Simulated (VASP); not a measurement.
Runs of VASP 6.6.1 on Ru. The structure is that of space group P6_3/mmc (No. 194), or close to it. The cells are those of the table. 

```tsv
task	cell	k mesh	cutoff (eV)	smearing	gap on the mesh (eV)	pressure (GPa)
single point	a = 2.632, b = 2.632, c = 4.172 Å, angles 90.0, 90.0, 120.0°, 2 atoms	18 × 18 × 10	520	gaussian 0.1 eV	none	25.0
relaxation of shape and atoms at fixed volume	relaxed from a = 2.662, b = 2.662, c = 4.209 Å, angles 90.0, 90.0, 120.0°, 2 atoms	18 × 18 × 10	600	gaussian 0.1 eV	none	11.3
relaxation of shape and atoms at fixed volume	relaxed from a = 2.710, b = 2.710, c = 4.280 Å, angles 90.0, 90.0, 120.0°, 2 atoms	18 × 18 × 10	600	fermi-dirac 0.15 eV	none	-6.6
single point	a = 2.690, b = 2.690, c = 4.252 Å, angles 90.0, 90.0, 120.0°, 2 atoms	24 × 24 × 14	520	gaussian 0.15 eV	none	0.1
relaxation of shape and atoms at fixed volume	relaxed from a = 2.604, b = 2.604, c = 4.127 Å, angles 90.0, 90.0, 120.0°, 2 atoms	18 × 18 × 10	600	gaussian 0.1 eV	none	41.1
relaxation of shape and atoms at fixed volume	relaxed from a = 2.633, b = 2.633, c = 4.169 Å, angles 90.0, 90.0, 120.0°, 2 atoms	18 × 18 × 10	600	gaussian 0.1 eV	none	24.9
single point	a = 2.745, b = 2.745, c = 4.327 Å, angles 90.0, 90.0, 120.0°, 2 atoms	18 × 18 × 10	520	gaussian 0.1 eV	none	(a)
single point	a = 2.690, b = 2.690, c = 4.252 Å, angles 90.0, 90.0, 120.0°, 2 atoms	30 × 30 × 16	520	gaussian 0.15 eV	none	0.0
```

Alike in all rows: level PBEsol; potentials or basis VASP PAW PBE potentials, release 64 (Ru_pv); no spin polarisation.

Question: Fill in the values left out.

Answer: (a) -17.7.

Caveats: the PAW data sets were made with another functional, which shifts forces and pressure a little; the cell stands under pressure (at least some runs); the cell stands under tension (at least some runs).

A k mesh can miss the band edges, and the runs leave out spin-orbit coupling on Ru.

A gap of «none» marks levels without a gap at the run's occupations.
